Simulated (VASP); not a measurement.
Write the native input for VASP 6.6.1 that does the following.

- Task: single point
- Functional: PBEsol
- Dispersion: D3(BJ)
- Potentials or basis: VASP PAW PBE potentials, release 64 (Hf_pv, B)
- Cutoff: 520 eV
- k mesh: 10 × 10 × 10
- Occupations: fermi-dirac, width 0.05 eV
- Spin: no spin polarisation
- Dipole correction: no
- Further INCAR settings: ALGO = Normal; EDIFF = 1e-06; NBANDS = 14

The structure of HfB lies in POSCAR:

```
HfB
1.0
    0.0000000000      2.3742041744      2.3742041744
    2.3742041744      0.0000000000      2.3742041744
    2.3742041744      2.3742041744      0.0000000000
Hf B
1 1
Direct
    0.5000000000      0.5000000000      0.5000000000
    0.0000000000      0.0000000000      0.0000000000
```

One way to write it, as run:

INCAR

```
SYSTEM = HfB
ALGO     = Normal         ! electronic algorithm
EDIFF    = 1E-6           ! SCF threshold, eV
ENCUT    = 520            ! plane-wave cutoff, eV
GGA      = PS             ! functional
ISIF     = 2              ! what is computed and relaxed
ISMEAR   = -1             ! smearing method
IVDW     = 12             ! dispersion correction
LASPH    = .TRUE.         ! aspherical terms in the spheres
LCHARG   = .FALSE.        ! write CHGCAR
LREAL    = .FALSE.        ! projectors in reciprocal space
LWAVE    = .FALSE.        ! write WAVECAR
NBANDS   = 14             ! bands
NELM     = 100            ! most SCF steps
PREC     = Accurate       ! precision mode
SIGMA    = 0.05           ! smearing width, eV
```

KPOINTS

```
k-points
0
G
  10 10 10
  0 0 0
```

Potentials or basis: VASP PAW PBE potentials, release 64 (Hf_pv, B).

Launch:

```console
$ cat potpaw_PBE.64/Hf_pv/POTCAR potpaw_PBE.64/B/POTCAR > POTCAR
$ mpirun -np 1 vasp_std > vasp.out
```

It gave:

* Pressure: 0.5 GPa
* Dispersion energy per atom: -0.376 eV

Caveat: the PAW data sets were made with another functional, which shifts forces and pressure a little; pairwise dispersion overbinds metals, which lowers pressure and volume.

Wall time 8.3 s on 1 thread of Intel(R) Xeon(R) 6975P-C (Granite Rapids), on a shared host, peak memory 0.17 GiB.
